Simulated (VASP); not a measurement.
# MnS (Fm-3m) in VASP: single point with PBEsol

Aim: the single point of MnS with PBEsol.

All numbers are computed with VASP 6.6.1; they aren't measurements. Logs are shortened: lines on timing, memory, paths and dates and some standing lists are left out, and cuts for length are marked.

## 1. The cell of the first run

Symmetry: Fm-3m, No. 225, cubic system. The conventional cell has a = 5.209 Å, b = 5.209 Å, c = 5.209 Å, α = 90.00°, β = 90.00°, γ = 90.00°. Within 3.4 Å of Mn (site symmetry m-3m) lie 6 S at 2.60 Å. S (site symmetry m-3m) has 6 Mn at 2.60 Å within 3.4 Å.

## 2. Single point, PBEsol, collinear spin, ferromagnetic start

INCAR

```
ALGO = Normal
EDIFF = 1E-6
ENCUT = 520
GGA = PS
ISIF = 2
ISMEAR = -1
ISPIN = 2
LASPH = T
LCHARG = F
LMAXMIX = 4
LORBIT = 11
LREAL = F
LWAVE = F
MAGMOM = 4 0
NBANDS = 20
NELM = 150
PREC = Accurate
SIGMA = 0.1
```

KPOINTS

```
k-points
0
Gamma
  9 9 9
```

POSCAR

```
MnS
1.0
    0.0000000000      2.6045000000      2.6045000000
    2.6045000000      0.0000000000      2.6045000000
    2.6045000000      2.6045000000      0.0000000000
Mn S
1 1
Direct
    0.0000000000      0.0000000000      0.0000000000
    0.5000000000      0.5000000000      0.5000000000
```

Potentials or basis: VASP PAW PBE potentials, release 64 (Mn_pv, S).

On the command line:

```
> cat potpaw_PBE.64/Mn_pv/POTCAR potpaw_PBE.64/S/POTCAR > POTCAR
> mpirun -np 1 vasp_std > vasp.out
```

OUTCAR:

```text
EDIFF = 1E-6
   ENCUT = 520
   GGA = PS
   ISIF = 2
   ISMEAR = -1
   ISPIN = 2
   LASPH = T
   LORBIT = 11
   LREAL = F
   NELM = 150
   PREC = Accurate

 ion  position               nearest neighbor table
   1  0.000  0.000  0.000-   2 2.60   2 2.60   2 2.60   2 2.60   2 2.60   2 2.60
   2  0.500  0.500  0.500-   1 2.60   1 2.60   1 2.60   1 2.60   1 2.60   1 2.60

  LATTYP: Found a face centered cubic cell.
 ALAT       =     5.2090000000

  Lattice vectors:

 A1 = (   0.0000000000,   2.6045000000,   2.6045000000)
 A2 = (   2.6045000000,   0.0000000000,   2.6045000000)
 A3 = (   2.6045000000,   2.6045000000,   0.0000000000)

Analysis of symmetry for initial positions (statically):
=====================================================================
 Subroutine PRICEL returns:
 Original cell was already a primitive cell.

 Routine SETGRP: Setting up the symmetry group for a
 face centered cubic supercell.

 Subroutine GETGRP returns: Found 48 space group operations
 (whereof 48 operations were pure point group operations)
 out of a pool of 48 trial point group operations.

The static configuration has the point symmetry O_h .

Analysis of symmetry for dynamics (positions and initial velocities):
=====================================================================
 Subroutine PRICEL returns:
 Original cell was already a primitive cell.

 Routine SETGRP: Setting up the symmetry group for a
 face centered cubic supercell.

 Subroutine GETGRP returns: Found 48 space group operations
 (whereof 48 operations were pure point group operations)
 out of a pool of 48 trial point group operations.

The dynamic configuration has the point symmetry O_h .

Analysis of structural, dynamic, and magnetic symmetry:
=====================================================================
 Subroutine PRICEL returns:
 Original cell was already a primitive cell.

 Routine SETGRP: Setting up the symmetry group for a
 face centered cubic supercell.

 Subroutine GETGRP returns: Found 48 space group operations
 (whereof 48 operations were pure point group operations)
 out of a pool of 48 trial point group operations.

The overall configuration has the point symmetry O_h .

 Subroutine INISYM returns: Found 48 space group operations
 (whereof 48 operations are pure point group operations),
 and found     1 'primitive' translations

----------------------------------------------------------------------------------------

                                     Primitive cell

  volume of cell :      35.3348

  direct lattice vectors                    reciprocal lattice vectors
     0.000000000  2.604500000  2.604500000    -0.191975427  0.191975427  0.191975427
     2.604500000  0.000000000  2.604500000     0.191975427 -0.191975427  0.191975427
     2.604500000  2.604500000  0.000000000     0.191975427  0.191975427 -0.191975427

  length of vectors
     3.683319223  3.683319223  3.683319223     0.332511194  0.332511194  0.332511194

  position of ions in fractional coordinates (direct lattice)
     0.000000000  0.000000000  0.000000000
     0.500000000  0.500000000  0.500000000

  ion indices of the primitive-cell ions
   primitive index   ion index
                 1           1
                 2           2

----------------------------------------------------------------------------------------

 KPOINTS: k-points

Automatic generation of k-mesh.
 Grid dimensions read from file:
 generate k-points for:    9    9    9

 Generating k-lattice:

  Cartesian coordinates                     Fractional coordinates (reciprocal lattice)
    -0.021330603  0.021330603  0.021330603     0.111111111  0.000000000  0.000000000
     0.021330603 -0.021330603  0.021330603     0.000000000  0.111111111  0.000000000
     0.021330603  0.021330603 -0.021330603     0.000000000  0.000000000  0.111111111

  Length of vectors
     0.036945688  0.036945688  0.036945688

  Shift w.r.t. Gamma in fractional coordinates (k-lattice)
     0.000000000  0.000000000  0.000000000

 Subroutine IBZKPT returns following result:
 ===========================================

 Found     35 irreducible k-points:

 Following reciprocal coordinates:
            Coordinates               Weight
  0.000000  0.000000  0.000000      1.000000
  0.111111  0.000000  0.000000      8.000000
  0.222222  0.000000  0.000000      8.000000
  0.333333  0.000000  0.000000      8.000000
  0.444444  0.000000  0.000000      8.000000
  0.111111  0.111111  0.000000      6.000000
[... 16 lines left out ...]
 -0.333333  0.333333  0.000000     12.000000
  0.444444  0.444444  0.000000      6.000000
 [... further k-points ...]
   k-points           NKPTS =     35   k-points in BZ     NKDIM =     35   number of bands    NBANDS=     20
   number of dos      NEDOS =    301   number of ions     NIONS =      2
   total plane-waves  NPLWV =  21952
   dimension x,y,z NGX =    28 NGY =   28 NGZ =   28
   dimension x,y,z NGXF=    56 NGYF=   56 NGZF=   56
   ions per type =               1   1
   NGX,Y,Z   is equivalent  to a cutoff of  12.64, 12.64, 12.64 a.u.
   NGXF,Y,Z  is equivalent  to a cutoff of  25.28, 25.28, 25.28 a.u.
 SYSTEM =  unknown system
   PREC   = accura    normal or accurate (medium, high low for compatibility)
   ISTART =      0    job   : 0-new  1-cont  2-samecut
   ICHARG =      2    charge: 1-file 2-atom 10-const
   ISPIN  =      2    spin polarized calculation?
   LNONCOLLINEAR =      F non collinear calculations
   LSORBIT =      F    spin-orbit coupling
   LASPH  =      T    aspherical Exc in radial PAW
   ENCUT  =  520.0 eV  38.22 Ry    6.18 a.u.   6.85  6.85  6.85*2*pi/ulx,y,z
   NELM   =    150;   NELMIN=  2; NELMDL= -5     # of ELM steps
   EDIFF  = 0.1E-05   stopping-criterion for ELM
   LREAL  =      F    real-space projection
   EDIFFG = 0.1E-04   stopping-criterion for IOM
   NSW    =      0    number of steps for IOM
   IBRION =     -1    ionic relax: 0-MD 1-quasi-New 2-CG
   NFREE  =      0    steps in history (QN), initial steepest desc. (CG)
   ISIF   =      2    stress and relaxation
   ISYM   =      2    0-nonsym 1-usesym 2-fastsym
   POTIM  = 0.5000    time-step for ionic-motion
   TEBEG  =    0.0;   TEEND  =   0.0 temperature during run
   PSTRESS=    0.0 pullay stress
   NELECT =      19.0000    total number of electrons
   NUPDOWN=      -1.0000    fix difference up-down
   EMIN   =  10.00;   EMAX   =-10.00  energy-range for DOS
   EFERMI =   0.00;   METHOD = LEGACY
   ISMEAR =    -1;   SIGMA  =   0.10  broadening in eV -4-tet -1-fermi 0-gaus
   EFERMI_NEDOS =   21; number of points for ismear=-14 and -15
   IALGO  =     38    algorithm
   IMIX   =      4    mixing-type and parameters
     AMIX     =   0.40;   BMIX     =  1.00
     AMIX_MAG =   1.60;   BMIX_MAG =  1.00
  volume/ion in A,a.u.               =      17.67       119.23
  Fermi-wavevector in a.u.,A,eV,Ry     =   1.331246  2.515690 24.112464  1.772216
  Thomas-Fermi vector in A             =   2.460272
   LORBIT       =     11    0 simple, 1 ext, 2 COOP (PROOUT), +10 PAW based schemes
   GGA     = PS    functional components
   LHFCALC =     F    Hartree Fock is set to
   AEXX    =    0.0000 exact exchange contribution
   IVDW    =     0    specifies the selected vdW correction
   LEPSILON=     F    determine dielectric tensor
   LRPA    =     F    only Hartree local field effects (RPA)
 spin polarized calculation
  energy-cutoff  :      520.00
  volume of cell :       35.33
 maximum number of plane-waves:       963
   NGX = 13   NGY = 13   NGZ = 13

 number of electron      18.9999989 magnetization       4.6614095

 Free energy of the ion-electron system (eV)
  ---------------------------------------------------
  ext. energy  EPLUGINS =         0.00000000
  ---------------------------------------------------
  free energy    TOTEN  =       -14.86850789 eV

  energy without entropy =      -14.83896264  energy(sigma->0) =      -14.85373527

 E-fermi :   6.5227     XC(G=0): -10.8165

 val. band max:        6.5153195869   @ k =   0.4444   0.3333   0.1111
 cond. band min:       6.5373140010   @ k =  -0.2222   0.1111   0.0000
 fundamental gap:      0.0219944141
 Fermi energy:         6.5226721480

 spin component 1

 k-point     1 :       0.0000    0.0000    0.0000
  band No.  band energies     occupation
      1     -43.9695      1.00000
      2     -43.9695      1.00000
      3     -43.9695      1.00000
      4      -8.0550      1.00000
      5       3.1770      1.00000
      6       3.1770      1.00000
[... 12 lines left out ...]
     19      18.2998      0.00000
     20      18.6008      0.00000

 k-point     2 :       0.1111    0.0000    0.0000
  band No.  band energies     occupation
      1     -43.9704      1.00000
      2     -43.9696      1.00000
      3     -43.9696      1.00000
      4      -7.9293      1.00000
      5       2.8556      1.00000
      6       2.9011      1.00000
[... 498 lines left out ...]
 k-point    24 :       0.4444    0.4444    0.0000
  band No.  band energies     occupation
      1     -43.9768      1.00000
      2     -43.9726      1.00000
      3     -43.9726      1.00000
      4      -6.6135      1.00000
      5       0.5433      1.00000
      6       2.6546      1.00000
[... 12 lines left out ...]
     19      21.2251      0.00000
     20      21.2251      0.00000

 [... further k-points ...]

 spin component 2

 k-point     1 :       0.0000    0.0000    0.0000
  band No.  band energies     occupation
      1     -39.5302      1.00000
      2     -39.5302      1.00000
      3     -39.5302      1.00000
      4      -7.7400      1.00000
      5       4.9027      1.00000
      6       4.9027      1.00000
[... 12 lines left out ...]
     19      19.3864      0.00000
     20      20.2233      0.00000

 k-point     2 :       0.1111    0.0000    0.0000
  band No.  band energies     occupation
      1     -39.5315      1.00000
      2     -39.5304      1.00000
      3     -39.5304      1.00000
      4      -7.6199      1.00000
      5       4.0045      1.00000
      6       4.5399      1.00000
[... 498 lines left out ...]
 k-point    24 :       0.4444    0.4444    0.0000
  band No.  band energies     occupation
      1     -39.5401      1.00000
      2     -39.5344      1.00000
      3     -39.5344      1.00000
      4      -6.3330      1.00000
      5       0.9913      1.00000
      6       3.3917      1.00000
[... 12 lines left out ...]
     19      21.6226      0.00000
     20      21.6226      0.00000

 [... further k-points ...]
[... 5 lines left out ...]
  --------------------------------------------------------------------------------------
  -------------------------------------------------------------------------------------
  Total       -1.6279550     -1.6279550     -1.6279550     -0.0000000     -0.0000000      0.0000000
  in kB      -73.8158960    -73.8158960    -73.8158960     -0.0000000     -0.0000000      0.0000000
  external PRESSURE =     -73.8158960 kB  Pullay stress =       0.0000000 kB

 VOLUME and BASIS-vectors are now :
 -----------------------------------------------------------------------------
  energy-cutoff  :      520.00
  volume of cell :       35.33
      direct lattice vectors                 reciprocal lattice vectors
     0.000000000  2.604500000  2.604500000    -0.191975427  0.191975427  0.191975427
     2.604500000  0.000000000  2.604500000     0.191975427 -0.191975427  0.191975427
     2.604500000  2.604500000  0.000000000     0.191975427  0.191975427 -0.191975427

 POSITION                                       TOTAL-FORCE (eV/Angst)
 -----------------------------------------------------------------------------------
      0.00000      0.00000      0.00000        -0.000000      0.000000      0.000000
      2.60450      2.60450      2.60450         0.000000     -0.000000     -0.000000
 -----------------------------------------------------------------------------------
    total drift:                               -0.000000      0.000000      0.000000

  FREE ENERGIE OF THE ION-ELECTRON SYSTEM (eV)
  ---------------------------------------------------
  free  energy   TOTEN  =       -14.8685078913 eV

  energy  without entropy=      -14.8389626423  energy(sigma->0) =      -14.85373527

 total charge

# of ion       s       p       d       tot
------------------------------------------
    1        0.218   6.165   4.930  11.314
    2        1.322   2.368   0.000   3.690
--------------------------------------------------
tot          1.540   8.533   4.930  15.004

 magnetization (x)

# of ion       s       p       d       tot
------------------------------------------
    1        0.051   0.039   4.126   4.215
    2        0.025   0.070   0.000   0.095
--------------------------------------------------
tot          0.076   0.109   4.126   4.310
```

Run time: 70 s. Hardware: 1 thread of Intel Xeon 8259CL, shared host; peak memory 0.19 GiB.

What came out:

```yaml
Free_energy: -14.8685 eV
Pressure: -7.4 GPa
Net_moment: 4.66 μB per cell
Site_moments: Mn +4.21; S +0.10 μB
Valence_electrons_inside_the_program's_atomic_spheres: Mn 11.31; S 3.69
```

Caveat: the PAW data sets were made with another functional, which shifts forces and pressure a little; a cell with one magnetic atom can't hold antiferromagnetic order, which such compounds often take; semilocal functionals often make such compounds metallic where correlation or magnetic order opens a gap, which also shifts bond lengths.
